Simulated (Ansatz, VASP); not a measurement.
# TaN in VASP and in Ansatz

File POSCAR:

```
TaN
1.0
    0.0000000000      2.1790000000      2.1790000000
    2.1790000000      0.0000000000      2.1790000000
    2.1790000000      2.1790000000      0.0000000000
Ta N
1 1
Direct
    0.5000000000      0.5000000000      0.5000000000
   -0.0143414410     -0.0143414410      0.0143414410
```

Contents of INCAR.step1:

```
SYSTEM = TaN
ALGO = Normal
EDIFF = 1E-5
ENCUT = 770
GGA = PE
GGA_COMPAT = .FALSE.
ISMEAR = 0
LASPH = .TRUE.
LCHARG = .FALSE.
LREAL = .FALSE.
LWAVE = .TRUE.
NBANDS = 16
NELM = 120
PREC = Accurate
SIGMA = 0.15
```

File INCAR.step2:

```
SYSTEM = TaN
ALGO = Normal
EDIFF = 1E-6
ENCUT = 770
GGA_COMPAT = .FALSE.
ISIF = 2
ISMEAR = 0
ISTART = 1
LASPH = .TRUE.
LCHARG = .TRUE.
LELF = .TRUE.
LMIXTAU = .TRUE.
LREAL = .FALSE.
LVHAR = .TRUE.
LWAVE = .FALSE.
METAGGA = R2SCAN
NBANDS = 16
NELM = 120
PREC = Accurate
SIGMA = 0.15
```

The input KPOINTS:

```
k-points
0
G
  18 18 18
  0 0 0
```

Input for Ansatz:

```yaml
crystal:
  lattice:
    - [0.0, 2.179, 2.179]
    - [2.179, 0.0, 2.179]
    - [2.179, 2.179, 0.0]
  atoms:
    - { symbol: Ta, position: [0.5, 0.5, 0.5] }
    - { symbol: "N", position: [-0.014341441, -0.014341441, 0.014341441] }
basis:
  ecutwfc: 500
kpoints:
  mp_grid: { grid: [18, 18, 18] }
hamiltonian:
  xc: r2scan
scf:
  occupations: { method: gaussian, width: 0.15 }
output:
  forces: true
  stress: true
  eigenvalues: true
```

Change from the starting cell: all N atoms moved +0.062 Å, as atom 2 towards its neighbour atom 1 (Ta) at 2.179 Å.

Alike in both runs: task single point; functional r2SCAN; k mesh 18 × 18 × 18; occupations gaussian, width 0.15 eV; no spin polarisation.

|  | VASP | Ansatz |
| --- | --- | --- |
| version | VASP 6.6.1 | Ansatz 0.2.0 |
| potentials or method | VASP PAW PBE potentials, release 64 (Ta_sv_GW, N), cutoff 770 eV | scalar-relativistic, plane waves, PAW |
| valence electrons in the cell | 18 | 18 |

```tsv
	VASP	Ansatz	Ansatz less VASP
gap on the k mesh at the Fermi level (eV)	none	none	-
pressure (GPa)	10.6	10.5	-0.08
traceless stress, the component that is largest in VASP (GPa)	1.42	1.39	-0.029
rms of the force components (eV/Å)	0.330	0.326	-0.0039
```

VASP's potentials were made for PBE, not for r2SCAN. Atom by atom the forces differ by 0.004 eV/Å (rms over components). A gap of «none» marks a metal or a gap that the smearing closes.

Spin-orbit coupling is off throughout.
